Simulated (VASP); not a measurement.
# Si2W (I4/mmm) in VASP: further runs, part 2 of 2

VASP 6.6.1. Earlier steps stand in the parts before.

## 3. Relaxation of shape and atoms at fixed volume, LDA

This run uses another cell than the first one, of 9.41 Å³/atom.

INCAR

```
ALGO = Normal
EDIFF = 1E-6
EDIFFG = -0.01
ENCUT = 600
IBRION = 2
ISIF = 4
ISMEAR = -1
LASPH = True
LCHARG = False
LREAL = False
LWAVE = False
NELM = 100
NSW = 50
PREC = Accurate
SIGMA = 0.05
```

KPOINTS

```
k-points
0
Gamma
  16 16 16
```

POSCAR

```
Si2W
1.0
   -1.4271872962      1.4271872962      3.4637418541
    1.4271872962     -1.4271872962      3.4637418541
    1.4271872962      1.4271872962     -3.4637418541
Si W
2 1
Direct
    0.3349898400      0.3349898400      0.0000000000
    0.6650101600      0.6650101600      0.0000000000
    0.0000000000      0.0000000000      0.0000000000
```

Potentials or basis: VASP PAW LDA potentials, release 64 (Si, W_sv).

Run with:

```bash
$ cat potpaw_LDA.64/Si/POTCAR potpaw_LDA.64/W_sv/POTCAR > POTCAR
$ mpirun -np 1 vasp_std > vasp.out
```

OUTCAR:

```text
EDIFF = 1E-6
   EDIFFG = -0.01
   ENCUT = 600
   IBRION = 2
   ISIF = 4
   ISMEAR = -1
   LASPH = True
   LREAL = False
   NELM = 100
   NSW = 50
   PREC = Accurate

 ion  position               nearest neighbor table
   1  0.335  0.335  0.000-   2 2.29   3 2.32   3 2.32   3 2.32   3 2.32   3 2.32   2 2.34   2 2.34
                             2 2.34   2 2.34
   2  0.665  0.665  0.000-   1 2.29   3 2.32   3 2.32   3 2.32   3 2.32   3 2.32   1 2.34   1 2.34
                             1 2.34   1 2.34
   3  0.000  0.000  0.000-   2 2.32   2 2.32   2 2.32   1 2.32   2 2.32   1 2.32   1 2.32   1 2.32
                             1 2.32   2 2.32

  LATTYP: Found a body centered tetragonal cell.
 ALAT       =     2.8543745924
 C/A-ratio  =     2.4269707720

  Lattice vectors:

 A1 = (  -1.4271872962,   1.4271872962,   3.4637418541)
 A2 = (   1.4271872962,  -1.4271872962,   3.4637418541)
 A3 = (   1.4271872962,   1.4271872962,  -3.4637418541)

Analysis of symmetry for initial positions (statically):
=====================================================================
 Subroutine PRICEL returns:
 Original cell was already a primitive cell.

 Routine SETGRP: Setting up the symmetry group for a
 body centered tetragonal supercell.

 Subroutine GETGRP returns: Found 16 space group operations
 (whereof 16 operations were pure point group operations)
 out of a pool of 16 trial point group operations.

The static configuration has the point symmetry D_4h.

Analysis of symmetry for dynamics (positions and initial velocities):
=====================================================================
[... 422 lines left out ...]
  ---------------------------------------------------
  ext. energy  EPLUGINS =         0.00000000
  ---------------------------------------------------
  free energy    TOTEN  =       -23.01936337 eV

  energy without entropy =      -23.01755372  energy(sigma->0) =      -23.01845855

 E-fermi :  17.9091     XC(G=0): -14.4470

 val. band max:       17.8966953354   @ k =  -0.3750   0.5000   0.3125
 cond. band min:      17.9144560125   @ k =  -0.1875  -0.3125   0.1875
 fundamental gap:      0.0177606771
 Fermi energy:        17.9091126090

 k-point     1 :       0.0000    0.0000    0.0000
  band No.  band energies     occupation
      1     -54.8463      2.00000
      2     -19.9657      2.00000
      3     -19.4643      2.00000
      4     -19.4643      2.00000
      5       0.6279      2.00000
      6       8.4662      2.00000
      7      12.4158      2.00000
      8      14.0249      2.00000
      9      14.0249      2.00000
     10      14.3803      2.00000
     11      19.1337      0.00000
     12      19.1843      0.00000
     13      22.8968      0.00000
     14      22.8968      0.00000
[... 401 lines left out ...]
      2     -19.9579      2.00000
      3     -19.5019      2.00000
      4     -19.4947      2.00000
      5       0.8099      2.00000
      6       8.6548      2.00000
      7      12.5417      2.00000
      8      13.1704      2.00000
      9      13.4136      2.00000
     10      15.2209      2.00000
     11      18.2888      0.00101
     12      19.9309      0.00000
     13      23.0248      0.00000
     14      23.1795      0.00000
     15      23.2590      0.00000

 [... further k-points ...]
[... 5 lines left out ...]
  --------------------------------------------------------------------------------------
  -------------------------------------------------------------------------------------
  Total       28.8697831     28.8697831     28.8298766      0.0000000      0.0000000      0.0000000
  in kB     1639.0290515   1639.0290515   1636.7634329      0.0000000      0.0000000      0.0000000
  external PRESSURE =    1638.2738453 kB  Pullay stress =       0.0000000 kB
[... 18 lines left out ...]
  FREE ENERGIE OF THE ION-ELECTRON SYSTEM (eV)
  ---------------------------------------------------
  free  energy   TOTEN  =       -23.0193633717 eV

  energy  without entropy=      -23.0175537227  energy(sigma->0) =      -23.01845855

 reached required accuracy - stopping structural energy minimisation
```

OSZICAR:

```text
N       E                     dE             d eps       ncg     rms          rms(c)
DAV:   1     0.149621453846E+03    0.14962E+03   -0.12596E+04 10470   0.173E+03
DAV:   2    -0.195057617038E+02   -0.16913E+03   -0.16674E+03 12283   0.413E+02
DAV:   3    -0.236596444250E+02   -0.41539E+01   -0.41163E+01 13319   0.568E+01
[... 54 lines left out ...]
       N       E                     dE             d eps       ncg     rms          rms(c)
DAV:   1    -0.230194455136E+02   -0.10482E-03   -0.34109E-03 12597   0.624E-01    0.528E-02
DAV:   2    -0.230193833843E+02    0.62129E-04   -0.13647E-04 12388   0.104E-01    0.291E-02
DAV:   3    -0.230193638183E+02    0.19566E-04   -0.41812E-05 13221   0.564E-02    0.123E-02
DAV:   4    -0.230193633717E+02    0.44660E-06   -0.16762E-06  8665   0.122E-02
   8 F= -.23019363E+02 E0= -.23018459E+02  d E =-.230055E-04
```

Wall time 5.1 min (1 thread of Intel Xeon 6975P-C (Granite Rapids), shared host); peak memory 0.31 GiB.

What came out:

```yaml
Free_energy: -23.0194 eV
Energy_gained_by_relaxing: 34.5 meV/atom
Ionic_steps: 8
Pressure_after_relaxing: 163.8 GPa
Largest_force_after_relaxing: 0.010 eV/Å
Band_gap_on_the_k_mesh: zero (bands 11 and 12 overlap by 2.20 eV)
```

Forces on the atoms (eV/Å):
```
Si   0.000  0.000  0.010
Si   0.000  0.000 -0.010
W    0.000  0.000  0.000
```

Stress tensor (GPa, compression positive):
```
163.90   0.00   0.00
  0.00 163.90   0.00
  0.00   0.00 163.68
```

The path:
| step | energy change (eV) | largest force (eV/Å) | pressure (GPa) | volume (Å³) |
| --- | --- | --- | --- | --- |
| 1 | 0.0000 | 1.3815 | 167.40 | 28.22 |
| 2 | 0.0149 | 1.0249 | 160.83 | 28.22 |
| 3 | -0.1032 | 0.0438 | 163.76 | 28.22 |
| 4 | -0.1033 | 0.0686 | 163.83 | 28.22 |
| 5 | -0.1032 | 0.0892 | 163.89 | 28.22 |
| 6 | -0.1031 | 0.0825 | 163.94 | 28.22 |
| 7 | -0.1034 | 0.0208 | 163.89 | 28.22 |
| 8 | -0.1034 | 0.0097 | 163.83 | 28.22 |

Final structure:
```yaml
crystal:
  lattice:
    - [-1.41026, 1.41026, 3.54740]
    - [1.41026, -1.41026, 3.54740]
    - [1.41026, 1.41026, -3.54740]
  atoms:
    - { symbol: Si, position: [0.33014, 0.33014, 0.00000] }
    - { symbol: Si, position: [0.66986, 0.66986, 0.00000] }
    - { symbol: W, position: [0.00000, 0.00000, 0.00000] }
```

Caveat: spin-orbit coupling is left out, which moves the levels of the heavy elements.

The gap in the log of VASP goes by the Fermi energy; the results here count the filled bands.